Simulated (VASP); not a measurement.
Runs of VASP 6.6.1 on Ca. The structure is that of space group Fm-3m (No. 225), or close to it. The cells are those of the table. 

| cell | gap on the mesh (eV) | pressure (GPa) |
| --- | --- | --- |
| a = 3.715, b = 3.715, c = 3.635 Å, angles 60.7, 60.7, 58.6°, 1 atom | none | 3.0 |
| a = 3.794 Å, angles 60.0°, 1 atom | none | 1.0 |
| a = 4.268 Å, angles 60.0°, 1 atom | none | (b) |
| a = 4.031, b = 4.031, c = 3.952 Å, angles 60.7, 60.7, 58.7°, 1 atom | none | -1.7 |
| a = 4.110 Å, angles 60.0°, 1 atom | none | -2.5 |
| a = 3.635 Å, angles 60.0°, 1 atom | none | (a) |
| a = 4.189, b = 4.189, c = 4.110 Å, angles 60.6, 60.6, 58.7°, 1 atom | none | -2.8 |
| a = 3.873, b = 3.873, c = 3.794 Å, angles 60.7, 60.7, 58.6°, 1 atom | none | 0.2 |

Alike in all rows: task single point; level PBEsol; potentials or basis VASP PAW PBE potentials, release 64 (Ca_sv); no spin polarisation; k mesh 14 × 14 × 14; cutoff (eV) 520; smearing gaussian 0.15 eV.

Fill in the values left out.

(a) 4.2; (b) -3.3.

Caveats: the PAW data sets were made with another functional, which shifts forces and pressure a little; the cell stands under tension (at least some runs); the cell stands under pressure (at least some runs).

A gap of «none» marks levels without a gap at the run's occupations.
